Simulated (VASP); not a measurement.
# Al (P6_3/mmc) in VASP: further runs

The runs below take Al through single point, with PBEsol.

All numbers are computed with VASP 6.6.1; they aren't measurements. Logs are shortened: lines on timing, memory, paths and dates and some standing lists are left out, and cuts for length are marked.

### 1 The cell of the first run

It takes space group P6_3/mmc (No. 194, hexagonal). Conventional cell: a = 3.039 Å, b = 3.039 Å, c = 4.859 Å, α = 90.00°, β = 90.00°, γ = 120.00°. Within 3.9 Å of Al (site symmetry -6m2) lie 12 Al at 3.00 to 3.04 Å.

### 2 Single point, PBEsol (Tl replaced by Al, lengths x 0.901, strained)

Contents of INCAR:

```
  PREC = Accurate
  ENCUT = 500
  EDIFF = 1E-6
  ISMEAR = 0
  SIGMA = 0.1
  LREAL = False
  LASPH = True
  NELM = 120
  ALGO = Normal
  ISIF = 2
  LWAVE = False
  LCHARG = False
  GGA = PS
  NBANDS = 10
  GGA_COMPAT = False
```

Contents of KPOINTS:

```
Automatic mesh
0
Gamma
  6 6 4
```

Contents of POSCAR:

```
Al
1.0
    3.0394136970      0.0000000000      0.0000000000
   -1.5197068485      2.6322094742      0.0000000000
    0.0000000000      0.0000000000      4.8590187100
Al
2
Direct
    0.3333333333      0.6666666667      0.2500000000
    0.6666666667      0.3333333333      0.7500000000
```

Potentials or basis: VASP PAW PBE potentials, release 64 (Al).

The run is started by

```console
cat potpaw_PBE.64/Al/POTCAR > POTCAR
mpirun -np 1 vasp_std > vasp.out
```

OUTCAR:

```text
PREC = Accurate
   ENCUT = 500
   EDIFF = 1E-6
   ISMEAR = 0
   LREAL = False
   LASPH = True
   NELM = 120
   ISIF = 2
   GGA = PS

 ion  position               nearest neighbor table
   1  0.333  0.667  0.250-   2 3.00   2 3.00   2 3.00   2 3.00   2 3.00   2 3.00
   2  0.667  0.333  0.750-   1 3.00   1 3.00   1 3.00   1 3.00   1 3.00   1 3.00

  LATTYP: Found a hexagonal cell.
 ALAT       =     3.0394136970
 C/A-ratio  =     1.5986697417

  Lattice vectors:

 A1 = (   3.0394136970,   0.0000000000,   0.0000000000)
 A2 = (  -1.5197068485,   2.6322094742,   0.0000000000)
 A3 = (   0.0000000000,   0.0000000000,   4.8590187100)

Analysis of symmetry for initial positions (statically):
=====================================================================
 Subroutine PRICEL returns:
 Original cell was already a primitive cell.

 Routine SETGRP: Setting up the symmetry group for a
 hexagonal supercell.

 Subroutine GETGRP returns: Found 24 space group operations
 (whereof 12 operations were pure point group operations)
 out of a pool of 24 trial point group operations.

The static configuration has the point symmetry D_3d.
 The point group associated with its full space group is D_6h.

Analysis of symmetry for dynamics (positions and initial velocities):
=====================================================================
 Subroutine PRICEL returns:
 Original cell was already a primitive cell.

 Routine SETGRP: Setting up the symmetry group for a
 hexagonal supercell.

 Subroutine GETGRP returns: Found 24 space group operations
 (whereof 12 operations were pure point group operations)
 out of a pool of 24 trial point group operations.

The dynamic configuration has the point symmetry D_3d.
 The point group associated with its full space group is D_6h.

 Subroutine INISYM returns: Found 24 space group operations
 (whereof 12 operations are pure point group operations),
 and found     1 'primitive' translations

----------------------------------------------------------------------------------------

                                     Primitive cell

  volume of cell :      38.8740

  direct lattice vectors                    reciprocal lattice vectors
     3.039413697  0.000000000  0.000000000     0.329010822  0.189954487  0.000000000
    -1.519706849  2.632209474  0.000000000     0.000000000  0.379908974  0.000000000
     0.000000000  0.000000000  4.859018710     0.000000000  0.000000000  0.205802871

  length of vectors
[... 85 lines left out ...]
   ISYM   =      2    0-nonsym 1-usesym 2-fastsym
   POTIM  = 0.5000    time-step for ionic-motion
   TEBEG  =    0.0;   TEEND  =   0.0 temperature during run
   PSTRESS=    0.0 pullay stress
   NELECT =       6.0000    total number of electrons
   NUPDOWN=      -1.0000    fix difference up-down
   EMIN   =  10.00;   EMAX   =-10.00  energy-range for DOS
   EFERMI =   0.00;   METHOD = LEGACY
   ISMEAR =     0;   SIGMA  =   0.10  broadening in eV -4-tet -1-fermi 0-gaus
   EFERMI_NEDOS =   21; number of points for ismear=-14 and -15
   IALGO  =     38    algorithm
   IMIX   =      4    mixing-type and parameters
     AMIX     =   0.40;   BMIX     =  1.00
     AMIX_MAG =   1.60;   BMIX_MAG =  1.00
  volume/ion in A,a.u.               =      19.44       131.17
  Fermi-wavevector in a.u.,A,eV,Ry     =   0.878157  1.659477 10.492271  0.771160
  Thomas-Fermi vector in A             =   1.998205
   LORBIT       =      0    0 simple, 1 ext, 2 COOP (PROOUT), +10 PAW based schemes
   GGA     = PS    functional components
   LHFCALC =     F    Hartree Fock is set to
   AEXX    =    0.0000 exact exchange contribution
   IVDW    =     0    specifies the selected vdW correction
   LEPSILON=     F    determine dielectric tensor
   LRPA    =     F    only Hartree local field effects (RPA)
 non-spin polarized calculation
 Gauss-broadening in eV      SIGMA  =   0.10
  energy-cutoff  :      500.00
  volume of cell :       38.87
 maximum number of plane-waves:      1014
 NGX is ok and might be reduce to    24
   NGX = 11   NGY = 11   NGZ = 17

 number of electron       6.0000000 magnetization

 Free energy of the ion-electron system (eV)
  ---------------------------------------------------
  ext. energy  EPLUGINS =         0.00000000
  ---------------------------------------------------
  free energy    TOTEN  =        -7.91683539 eV

  energy without entropy =       -7.90434822  energy(sigma->0) =       -7.91059180

 E-fermi :   6.4004     XC(G=0):  -9.6756

 val. band max:        6.3628689582   @ k =   0.1667  -0.0000   0.2500
 cond. band min:       6.4133742994   @ k =   0.3333   0.1667   0.0000
 fundamental gap:      0.0505053412
 Fermi energy:         6.4003651329

 k-point     1 :       0.0000    0.0000    0.0000
  band No.  band energies     occupation
      1      -3.7040      2.00000
      2       2.4096      2.00000
      3       2.4894      2.00000
      4      15.2742      0.00000
      5      15.2742      0.00000
      6      16.1409      0.00000
      7      16.1409      0.00000
      8      17.8263      0.00000
      9      18.4795      0.00000
     10      19.0824      0.00000
[... 248 lines left out ...]
 k-point    21 :       0.3333    0.3333    0.5000
  band No.  band energies     occupation
      1       4.3143      2.00000
      2       4.3143      2.00000
      3       4.8917      2.00000
      4       4.8917      2.00000
      5       5.1396      2.00000
      6       5.1396      2.00000
      7      15.3101      0.00000
      8      15.3101      0.00000
      9      17.1752      0.00000
     10      17.1754      0.00000

------------------------ aborting loop because EDIFF is reached ----------------------------------------

  FORCE on cell =-STRESS in cart. coord.  units (eV):
  Direction    XX          YY          ZZ          XY          YZ          ZX
  --------------------------------------------------------------------------------------
  -------------------------------------------------------------------------------------
  Total       -2.5797543     -2.5797543     -1.6932508      0.0000000      0.0000000      0.0000000
  in kB     -106.3237031   -106.3237031    -69.7867602      0.0000000      0.0000000      0.0000000
  external PRESSURE =     -94.1447221 kB  Pullay stress =       0.0000000 kB

 VOLUME and BASIS-vectors are now :
 -----------------------------------------------------------------------------
  energy-cutoff  :      500.00
  volume of cell :       38.87
      direct lattice vectors                 reciprocal lattice vectors
     3.039413697  0.000000000  0.000000000     0.329010822  0.189954487  0.000000000
    -1.519706849  2.632209474  0.000000000     0.000000000  0.379908974  0.000000000
     0.000000000  0.000000000  4.859018710     0.000000000  0.000000000  0.205802871

 POSITION                                       TOTAL-FORCE (eV/Angst)
 -----------------------------------------------------------------------------------
     -0.00000      1.75481      1.21475         0.000000      0.000000      0.000000
      1.51971      0.87740      3.64426        -0.000000     -0.000000      0.000000
 -----------------------------------------------------------------------------------
    total drift:                                0.000000     -0.000000      0.000000

  FREE ENERGIE OF THE ION-ELECTRON SYSTEM (eV)
  ---------------------------------------------------
  free  energy   TOTEN  =        -7.9168353921 eV

  energy  without entropy=       -7.9043482164  energy(sigma->0) =       -7.91059180
```

stdout:

```text
POSCAR found type information on POSCAR Al
 POSCAR found :  1 types and       2 ions
 scaLAPACK will be used
 -----------------------------------------------------------------------------
|                                                                             |
|                                                                             |
|     You enforced a specific xc type in the INCAR file but a different       |
|     I HOPE YOU KNOW WHAT YOU ARE DOING!                                     |
|                                                                             |
 -----------------------------------------------------------------------------

 LDA part: xc-table for (Slater+PW92), standard interpolation
 POSCAR, INCAR and KPOINTS ok, starting setup
 FFT: planning ... GRIDC
 FFT: planning ... GRID_SOFT
 FFT: planning ... GRID
 WAVECAR not read
 entering main loop
```

It took 9.7 s on 1 thread of Intel Xeon 8259CL, shared host; peak memory 0.14 GiB.

What came out:

```yaml
Free_energy: -7.9168 eV
Pressure: -9.4 GPa
Band_gap_on_the_k_mesh: zero (band 3 reaches 10.28 eV, above the bottom of band 4 at 3.31 eV)
```

Caveat: the k points lie up to 0.40 Å⁻¹ apart; the cell differs from its parent crystal (Tl replaced by Al, lengths x 0.901, strained); the PAW data sets were made with another functional, which shifts forces and pressure a little.

### 3 Single point, PBEsol (Tl replaced by Al, lengths x 0.901, strained)

Contents of INCAR:

```
SYSTEM = Al
PREC = Accurate
ENCUT = 500
EDIFF = 1E-6
ISMEAR = 0
SIGMA = 0.1
LREAL = .FALSE.
LASPH = .TRUE.
NELM = 120
ALGO = Normal
ISIF = 2
LWAVE = .FALSE.
LCHARG = .TRUE.
GGA = PS
LELF = .TRUE.
LVHAR = .TRUE.
NBANDS = 10
GGA_COMPAT = .FALSE.
```

Contents of KPOINTS:

```
regular mesh
0
G
  6 6 4
  0 0 0
```

Contents of POSCAR:

```
Al
1.0
    3.0940118927      0.0000000000      0.0000000000
   -1.5470059464      2.6794928987      0.0000000000
    0.0000000000      0.0000000000      5.0209478486
Al
2
Direct
    0.3333333333      0.6666666667      0.2500000000
    0.6666666667      0.3333333333      0.7500000000
```

Potentials or basis: VASP PAW PBE potentials, release 64 (Al).

The run is started by

```console
cat potpaw_PBE.64/Al/POTCAR > POTCAR
mpirun -np 1 vasp_std > vasp.out
```

It took 5.9 s on 1 thread of Intel Xeon 6975P-C, shared host; peak memory 0.15 GiB.

The run converged. Its results:

| Item | Value |
| --- | --- |
| Free energy | -7.7549 eV |
| Pressure | -10.6 GPa |
| Band gap on the k mesh | zero (band 3 reaches 9.28 eV, above the bottom of band 4 at 2.84 eV) |

Stress tensor (GPa, compression positive):
```
-12.36   0.00   0.00
  0.00 -12.36   0.00
  0.00   0.00  -7.06
```

Levels at points of the mesh, in eV from the Fermi level:
```csv
k point,band 1,band 2,band 3,band 4,band 5,band 6,band 7,band 8
"(0.00, 0.00, 0.00)",-9.58,-3.97,-3.65,8.68,8.68,9.63,9.63,11.08
"(0.50, 0.00, 0.00)",-4.75,-4.26,0.67,0.89,1.16,1.78,4.60,6.10
"(0.00, 0.00, 0.50)",-8.12,-8.12,3.12,3.12,9.87,9.87,9.87,9.87
"(0.50, 0.00, 0.50)",-3.32,-3.32,-2.85,-2.85,5.89,5.89,6.89,6.89
```

Caveat: the k points lie up to 0.39 Å⁻¹ apart; the cell differs from its parent crystal (Tl replaced by Al, lengths x 0.901, strained); the PAW data sets were made with another functional, which shifts forces and pressure a little.

### 4 Single point, PBEsol

This run uses another cell than the first one, of 20.81 Å³/atom, 1.071 times its volume.

Contents of INCAR:

```
SYSTEM = Al
  PREC = Accurate
  ENCUT = 500
  EDIFF = 1E-6
  ISMEAR = -5
  SIGMA = 0.1
  LREAL = .False.
  LASPH = .True.
  NELM = 120
  ALGO = Normal
  ISIF = 2
  LWAVE = .False.
  LCHARG = .True.
  GGA = PS
  LELF = .True.
  LVHAR = .True.
  NBANDS = 10
  GGA_COMPAT = .False.
```

Contents of KPOINTS:

```
regular mesh
0
Gamma
  15 15 8
  0 0 0
```

POSCAR is that of step 3.

The run is started by

```console
cat potpaw_PBE.64/Al/POTCAR > POTCAR
mpirun -np 1 vasp_std > vasp.out
```

Wall time 28 s (1 thread of Intel Xeon 6975P-C, shared host); peak memory 0.18 GiB.

It converged, with:

| Item | Value |
| --- | --- |
| Free energy | -7.7339 eV |
| Pressure | -11.0 GPa |
| Band gap on the k mesh | zero (band 3 reaches 9.60 eV, above the bottom of band 4 at 2.90 eV) |

Stress tensor (GPa, compression positive):
```
-11.22   0.00   0.00
  0.00 -11.22   0.00
  0.00   0.00 -10.51
```

Levels at points of the mesh, in eV from the Fermi level:
| k point | band 1 | band 2 | band 3 | band 4 | band 5 | band 6 | band 7 | band 8 |
| --- | --- | --- | --- | --- | --- | --- | --- | --- |
| (0.00, 0.00, 0.00) | -9.62 | -4.02 | -3.68 | 8.64 | 8.64 | 9.59 | 9.59 | 11.05 |
| (0.00, 0.00, 0.50) | -8.16 | -8.16 | 3.08 | 3.08 | 9.83 | 9.83 | 9.83 | 9.83 |

Caveat: the PAW data sets were made with another functional, which shifts forces and pressure a little; tetrahedron occupations give inexact forces and stress in metals.

(Part 1 of 2 ends here.)
